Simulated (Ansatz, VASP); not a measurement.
## One calculation of TiO, two programs

```
Ti O
1.0
     2.85161    0.00000    0.00000
    -1.42580    2.46956    0.00000
     0.00000    0.00000    5.56750
Ti O
2 2
Direct
  0.33333 0.66667 0.25000
  0.66667 0.33333 0.75000
  0.00000 0.00000 0.00000
  0.00000 0.00000 0.50000
```

Alike in both runs: task relaxation of cell and atoms; functional PBEsol; dispersion D4; k mesh 18 × 18 × 8; occupations gaussian, width 0.1 eV; no spin polarisation.

|  | VASP | Ansatz |
| --- | --- | --- |
| version | VASP 6.6.1 | Ansatz 0.2.0 |
| potentials or method | VASP PAW PBE potentials, release 64 (Ti_sv, O), cutoff 600 eV | scalar-relativistic, plane waves, PAW |
| valence electrons in the cell | 36 | 36 |

VASP gave:

```
gap on the k mesh at the Fermi level, each at its own relaxed structure (eV) : none
relaxed volume (Å³/atom)                                                     : 9.30
relaxed cell length with the largest relative difference (Å)                 : 5.437
```

Question: Estimate Ansatz's values.

Answer: gap on the k mesh at the Fermi level, each at its own relaxed structure (eV): none; relaxed volume (Å³/atom): 9.29; relaxed cell length with the largest relative difference (Å): 5.432.

VASP's potentials were made for PBE, not for PBEsol. A gap of «none» marks a metal or a gap that the smearing closes.
